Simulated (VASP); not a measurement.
# Zn15Ni4 (P1) in VASP: single point with PBEsol

Aim: the single point of Zn15Ni4 with PBEsol.

All numbers are computed with VASP 6.6.1; they aren't measurements. Logs are shortened: lines on timing, memory, paths and dates and some standing lists are left out, and cuts for length are marked.

## 1. The cell of the first run

The typed cell holds 19 atoms: a = 6.846 Å, b = 6.869 Å, c = 6.821 Å, α = 107.44°, β = 108.31°, γ = 112.21°.

## 2. Single point, PBEsol

Input file INCAR:

```
SYSTEM = Zn15Ni4
ALGO = Fast ; EDIFF = 1E-6
ENCUT = 520 ; GGA = PS
ISIF = 2 ; ISMEAR = 0
ISYM = 0 ; LASPH = .TRUE.
LCHARG = .TRUE. ; LELF = .TRUE.
LREAL = Auto ; LVHAR = .TRUE.
LWAVE = .FALSE. ; NBANDS = 125
NELM = 100 ; PREC = Accurate
SIGMA = 0.1
```

Input file KPOINTS:

```
Automatic mesh
0
Gamma
  3 3 2
  0 0 0.5
```

Input file POSCAR:

```
Zn15Ni4
1.0
    1.8080245324      5.3899454500     -3.8138243059
   -1.8576872522     -5.3882339699     -3.8346705472
   -5.3900047886      1.7675969872      3.7889718547
Zn Ni
15 4
Direct
    0.3644044540      0.4675727093      0.3046329328
    0.1652024187      0.0621848586      0.6975062108
    0.7525297942      0.2493717546      0.4996415851
    0.9425548719      0.6382727135      0.1023510282
    0.5373850016      0.8398083689      0.8975285683
    0.0617285805      0.3639857488      0.8980105179
    0.8391386220      0.9400801307      0.3029158388
    0.4668414554      0.1624083036      0.1027920122
    0.6398682687      0.5347179980      0.6957886237
    0.2517668146      0.7528537143      0.5007143818
    0.5020850390      0.5011547471      1.0001727466
    0.2848361619      0.0949729560      0.3749827519
    0.9090990740      0.2855764309      0.1910559825
    0.0952376311      0.7165144876      0.8091935840
    0.7193912604      0.9072817103      0.6253628875
    0.1959387498      0.3955659939      0.5875316121
    0.6078264044      0.1932287948      0.7978784563
    0.8082749359      0.6065135364      0.4126920396
    0.3963985668      0.8090333435      0.2023613243
```

Potentials or basis: VASP PAW PBE potentials, release 64 (Zn, Ni).

Run with:

```
cat potpaw_PBE.64/Zn/POTCAR potpaw_PBE.64/Ni/POTCAR > POTCAR
mpirun -np 1 vasp_std > vasp.out
```

OUTCAR:

```text
SYSTEM = Zn15Ni4
   EDIFF = 1E-6
   ENCUT = 520
   GGA = PS
   ISIF = 2
   ISMEAR = 0
   ISYM = 0
   LASPH = .TRUE.
   LREAL = Auto
   NELM = 100
   PREC = Accurate

 ion  position               nearest neighbor table
   1  0.364  0.468  0.305-   9 2.52  10 2.54   6 2.57  11 2.57  18 2.58  19 2.59   8 2.60  13 2.61
                            16 2.61  12 2.63  15 2.64
   2  0.165  0.062  0.698-   7 2.53  10 2.53   8 2.57  16 2.57   6 2.59  11 2.59  17 2.59  12 2.62
                            14 2.63  15 2.64  18 2.67
   3  0.753  0.249  0.500-   6 2.52   8 2.52   7 2.53   9 2.54  17 2.59  16 2.60  18 2.61  19 2.62
                            13 2.68  15 2.69  12 2.70  14 2.72
   4  0.943  0.638  0.102-  10 2.52   6 2.54   9 2.57  11 2.57   7 2.59  18 2.59  17 2.61  13 2.61
                            14 2.63  19 2.63  12 2.65
   5  0.537  0.840  0.898-  10 2.52   8 2.55   7 2.57  11 2.57  19 2.58  15 2.60   9 2.60  14 2.62
                            16 2.62  17 2.63  13 2.66
   6  0.062  0.364  0.898-   3 2.52   4 2.54   1 2.57  11 2.57   2 2.59  16 2.59  19 2.61  14 2.61
                            13 2.63  17 2.63  15 2.65
   7  0.839  0.940  0.303-   2 2.53   3 2.53   5 2.57  18 2.57   4 2.59  11 2.59  19 2.59  15 2.62
                            13 2.63  12 2.64  16 2.67
   8  0.467  0.162  0.103-   3 2.52   5 2.55   2 2.57  11 2.57  17 2.58  12 2.60   1 2.60  13 2.62
                            18 2.62  19 2.63  14 2.66
   9  0.640  0.535  0.696-   1 2.52   3 2.54   4 2.57  11 2.57  16 2.58  17 2.59   5 2.60  14 2.62
                            18 2.62  15 2.63  12 2.64
  10  0.252  0.753  0.501-   4 2.52   5 2.52   2 2.53   1 2.54  19 2.59  18 2.60  16 2.61  17 2.62
                            14 2.68  12 2.69  15 2.70  13 2.72
  11  0.502  0.501  0.000-   6 2.57   4 2.57   9 2.57   1 2.57   5 2.57   8 2.57   2 2.59   7 2.59
                            16 2.60  18 2.60  19 2.63  17 2.63
  12  0.285  0.095  0.375-  19 2.48  16 2.54   8 2.60   2 2.62   1 2.63   9 2.64   7 2.64   4 2.65
                            10 2.69   3 2.70  17 2.71
  13  0.909  0.286  0.191-  16 2.46  17 2.52   4 2.61   1 2.61   8 2.62   7 2.63   6 2.63   5 2.66
                             3 2.68  10 2.72  18 2.73
  14  0.095  0.717  0.809-  18 2.46  19 2.52   6 2.61   9 2.62   5 2.62   2 2.63   4 2.63   8 2.66
                            10 2.68   3 2.72  16 2.73
  15  0.719  0.907  0.625-  17 2.48  18 2.54   5 2.60   7 2.62   9 2.63   1 2.64   2 2.64   6 2.65
                             3 2.69  10 2.70  19 2.71
  16  0.196  0.396  0.588-  13 2.46  12 2.54   2 2.57   9 2.58   6 2.59  11 2.60   3 2.60  10 2.61
                             1 2.61   5 2.62   7 2.67  14 2.73
  17  0.608  0.193  0.798-  15 2.48  13 2.52   8 2.58   3 2.59   9 2.59   2 2.59   4 2.61  10 2.62
                             5 2.63   6 2.63  11 2.63  12 2.71
  18  0.808  0.607  0.413-  14 2.46  15 2.54   7 2.57   1 2.58   4 2.59  11 2.60  10 2.60   3 2.61
                             9 2.62   8 2.62   2 2.67  13 2.73
  19  0.396  0.809  0.202-  12 2.48  14 2.52   5 2.58  10 2.59   1 2.59   7 2.59   6 2.61   3 2.62
                             8 2.63   4 2.63  11 2.63  15 2.71

IMPORTANT INFORMATION: All symmetrisations will be switched off!
NOSYMM: (Re-)initialisation of all symmetry stuff for point group C_1.

----------------------------------------------------------------------------------------

                                     Primitive cell

  volume of cell :     247.9719

  direct lattice vectors                    reciprocal lattice vectors
     1.808024532  5.389945450 -3.813824306    -0.054997026  0.111736943 -0.130362572
    -1.857687252 -5.388233970 -3.834670547    -0.109543301 -0.055272309 -0.130045767
    -5.390004789  1.767596987  3.788971855    -0.166222260  0.056530896  0.001091954

  length of vectors
     6.845854256  6.869407940  6.821499721     0.180289261  0.178792238  0.175575551

  position of ions in fractional coordinates (direct lattice)
     0.364404454  0.467572709  0.304632933
     0.165202419  0.062184859  0.697506211
     0.752529794  0.249371755  0.499641585
     0.942554872  0.638272714  0.102351028
     0.537385002  0.839808369  0.897528568
     0.061728581  0.363985749  0.898010518
[... 11 lines left out ...]
     0.808274936  0.606513536  0.412692040
     0.396398567  0.809033343  0.202361324

  ion indices of the primitive-cell ions
   primitive index   ion index
                 1           1
                 2           2
                 3           3
                 4           4
                 5           5
                 6           6
[... 11 lines left out ...]
                18          18
                19          19

----------------------------------------------------------------------------------------

 KPOINTS: Automatic mesh

Automatic generation of k-mesh.
 Grid dimensions read from file:
 generate k-points for:    3    3    2

 Generating k-lattice:

  Cartesian coordinates                     Fractional coordinates (reciprocal lattice)
    -0.018332342  0.037245648 -0.043454191     0.333333333  0.000000000 -0.000000000
    -0.036514434 -0.018424103 -0.043348589     0.000000000  0.333333333  0.000000000
    -0.083111130  0.028265448  0.000545977     0.000000000  0.000000000  0.500000000

  Length of vectors
     0.060096420  0.059597413  0.087787776

  Shift w.r.t. Gamma in fractional coordinates (k-lattice)
     0.000000000  0.000000000  0.500000000

 Subroutine IBZKPT returns following result:
 ===========================================

 Found      9 irreducible k-points:

 Following reciprocal coordinates:
            Coordinates               Weight
  0.000000  0.000000  0.250000      2.000000
  0.333333  0.000000  0.250000      2.000000
 -0.333333 -0.000000  0.250000      2.000000
 -0.000000  0.333333  0.250000      2.000000
  0.333333  0.333333  0.250000      2.000000
 -0.333333  0.333333  0.250000      2.000000
  0.000000 -0.333333  0.250000      2.000000
  0.333333 -0.333333  0.250000      2.000000
 -0.333333 -0.333333  0.250000      2.000000
   k-points           NKPTS =      9   k-points in BZ     NKDIM =      9   number of bands    NBANDS=    125
   number of dos      NEDOS =    301   number of ions     NIONS =     19
   total plane-waves  NPLWV = 157464
   dimension x,y,z NGX =    54 NGY =   54 NGZ =   54
   dimension x,y,z NGXF=   108 NGYF=  108 NGZF=  108
   ions per type =              15   4
   NGX,Y,Z   is equivalent  to a cutoff of  13.11, 13.07, 13.16 a.u.
   NGXF,Y,Z  is equivalent  to a cutoff of  26.23, 26.14, 26.32 a.u.
 SYSTEM =  Zn15Ni4
   PREC   = accura    normal or accurate (medium, high low for compatibility)
   ISTART =      0    job   : 0-new  1-cont  2-samecut
   ICHARG =      2    charge: 1-file 2-atom 10-const
   ISPIN  =      1    spin polarized calculation?
   LNONCOLLINEAR =      F non collinear calculations
   LSORBIT =      F    spin-orbit coupling
   LASPH  =      T    aspherical Exc in radial PAW
   ENCUT  =  520.0 eV  38.22 Ry    6.18 a.u.  12.73 12.77 12.68*2*pi/ulx,y,z
   NELM   =    100;   NELMIN=  2; NELMDL= -5     # of ELM steps
   EDIFF  = 0.1E-05   stopping-criterion for ELM
   LREAL  =      T    real-space projection
   EDIFFG = 0.1E-04   stopping-criterion for IOM
   NSW    =      0    number of steps for IOM
   IBRION =     -1    ionic relax: 0-MD 1-quasi-New 2-CG
   NFREE  =      0    steps in history (QN), initial steepest desc. (CG)
   ISIF   =      2    stress and relaxation
   ISYM   =      0    0-nonsym 1-usesym 2-fastsym
   POTIM  = 0.5000    time-step for ionic-motion
   TEBEG  =    0.0;   TEEND  =   0.0 temperature during run
   PSTRESS=    0.0 pullay stress
   NELECT =     220.0000    total number of electrons
   NUPDOWN=      -1.0000    fix difference up-down
   EMIN   =  10.00;   EMAX   =-10.00  energy-range for DOS
   EFERMI =   0.00;   METHOD = LEGACY
   ISMEAR =     0;   SIGMA  =   0.10  broadening in eV -4-tet -1-fermi 0-gaus
   EFERMI_NEDOS =   21; number of points for ismear=-14 and -15
   IALGO  =     68    algorithm
   IMIX   =      4    mixing-type and parameters
     AMIX     =   0.40;   BMIX     =  1.00
     AMIX_MAG =   1.60;   BMIX_MAG =  1.00
  volume/ion in A,a.u.               =      13.05        88.07
  Fermi-wavevector in a.u.,A,eV,Ry     =   1.573071  2.972673 33.668319  2.474552
  Thomas-Fermi vector in A             =   2.674410
   LORBIT       =      0    0 simple, 1 ext, 2 COOP (PROOUT), +10 PAW based schemes
   GGA     = PS    functional components
   LHFCALC =     F    Hartree Fock is set to
   AEXX    =    0.0000 exact exchange contribution
   IVDW    =     0    specifies the selected vdW correction
   LEPSILON=     F    determine dielectric tensor
   LRPA    =     F    only Hartree local field effects (RPA)
 non-spin polarized calculation
 RMM-DIIS sequential band-by-band and
 Gauss-broadening in eV      SIGMA  =   0.10
  energy-cutoff  :      520.00
  volume of cell :      247.97
 maximum number of plane-waves:      6689
 NGX is ok and might be reduce to    54
   NGX = 25   NGY = 25   NGZ = 25

 number of electron     220.0000013 magnetization

 Free energy of the ion-electron system (eV)
  ---------------------------------------------------
  ext. energy  EPLUGINS =         0.00000000
  ---------------------------------------------------
  free energy    TOTEN  =       -51.04318793 eV

  energy without entropy =      -51.02106636  energy(sigma->0) =      -51.03212714

 E-fermi :   4.4761     XC(G=0): -12.4531

 val. band max:        4.4682500394   @ k =  -0.0000   0.3333   0.2500
 cond. band min:       4.5037590430   @ k =   0.0000  -0.3333   0.2500
 fundamental gap:      0.0355090036
 Fermi energy:         4.4760870674

 k-point     1 :       0.0000    0.0000    0.2500
  band No.  band energies     occupation
      1      -6.0948      2.00000
      2      -4.2153      2.00000
      3      -4.1509      2.00000
      4      -4.0207      2.00000
      5      -4.0050      2.00000
      6      -3.9607      2.00000
[... 114 lines left out ...]
    121       8.4489      0.00000
    122       8.8604      0.00000

 k-point     2 :       0.3333    0.0000    0.2500
  band No.  band energies     occupation
      1      -5.2400      2.00000
      2      -4.8407      2.00000
      3      -4.5504      2.00000
      4      -4.1337      2.00000
      5      -4.0201      2.00000
      6      -3.9849      2.00000
[... 873 lines left out ...]
      5      -4.1083      2.00000
      6      -4.0896      2.00000
[... 114 lines left out ...]
    121       7.3700      0.00000
    122       7.7675      0.00000
 [bands above 122 left out]

------------------------ aborting loop because EDIFF is reached ----------------------------------------

  FORCE on cell =-STRESS in cart. coord.  units (eV):
  Direction    XX          YY          ZZ          XY          YZ          ZX
  --------------------------------------------------------------------------------------
  -------------------------------------------------------------------------------------
  Total        0.8075063      0.6677439      1.0048911      0.3051633      0.1008683     -0.0484944
  in kB        5.2173998      4.3143770      6.4927276      1.9716981      0.6517227     -0.3133287
  external PRESSURE =       5.3415015 kB  Pullay stress =       0.0000000 kB

 VOLUME and BASIS-vectors are now :
 -----------------------------------------------------------------------------
  energy-cutoff  :      520.00
  volume of cell :      247.97
      direct lattice vectors                 reciprocal lattice vectors
     1.808024532  5.389945450 -3.813824306    -0.054997026  0.111736943 -0.130362572
    -1.857687252 -5.388233970 -3.834670547    -0.109543301 -0.055272309 -0.130045767
    -5.390004789  1.767596987  3.788971855    -0.166222260  0.056530896  0.001091954

 POSITION                                       TOTAL-FORCE (eV/Angst)
 -----------------------------------------------------------------------------------
     -1.85172     -0.01680     -2.02852        -0.004825      0.011980      0.003833
     -3.57639      1.78828      1.77432         0.005668     -0.002012      0.012502
     -1.79573      3.59559     -1.93315         0.001683     -0.001588      0.005285
     -0.03322      1.82207     -5.65450        -0.005902      0.000533     -0.007355
     -5.42618     -0.04214     -1.86917         0.005914      0.003336     -0.014818
     -5.40485     -0.04121      1.77135         0.006901      0.000102      0.009821
[... 11 lines left out ...]
     -1.88974      1.81799     -3.84472        -0.000861      0.000477     -0.004964
     -1.87696     -1.86500     -3.84743        -0.012495      0.027463     -0.001312
 -----------------------------------------------------------------------------------
    total drift:                                0.000487     -0.001295     -0.001079

  FREE ENERGIE OF THE ION-ELECTRON SYSTEM (eV)
  ---------------------------------------------------
  free  energy   TOTEN  =       -51.0431879315 eV

  energy  without entropy=      -51.0210663561  energy(sigma->0) =      -51.03212714
```

Wall time 16 min (1 thread of Intel Xeon Platinum 8488C (Sapphire Rapids), shared host); peak memory 0.48 GiB.

What came out:

```yaml
Free_energy: -51.0432 eV
Pressure: 0.5 GPa
Largest_force: 0.030 eV/Å
Band_gap_on_the_k_mesh: zero (bands 110 and 111 overlap by 0.82 eV)
```

Forces on the atoms (eV/Å):
```
Zn  -0.005  0.012  0.004
Zn   0.006 -0.002  0.013
Zn   0.002 -0.002  0.005
Zn  -0.006  0.001 -0.007
Zn   0.006  0.003 -0.015
Zn   0.007  0.000  0.010
Zn  -0.003  0.001 -0.010
Zn  -0.008 -0.002  0.012
Zn   0.008 -0.010 -0.007
Zn   0.001 -0.003 -0.005
Zn   0.000  0.003  0.000
Zn   0.013 -0.010  0.002
Zn   0.002  0.013  0.003
Zn  -0.002 -0.019 -0.001
Zn  -0.011  0.013 -0.003
Ni  -0.003 -0.002  0.003
Ni   0.008 -0.025  0.003
Ni  -0.001  0.000 -0.005
Ni  -0.012  0.027 -0.001
```

Levels at points of the mesh, in eV from the Fermi level:
```
           k point  band 107  band 108  band 109  band 110  band 111  band 112  band 113  band 114
(0.00, 0.00, 0.25)     -1.11     -1.02     -0.70     -0.53     -0.29      1.50      1.90      2.08
```

Caveat: the k points lie up to 0.50 Å⁻¹ apart, too coarse for converged energies and pressures of a metal; the PAW data sets were made with another functional, which shifts forces and pressure a little. Spin polarisation is off, so any magnetic state and its effect on volume and gap are missing.
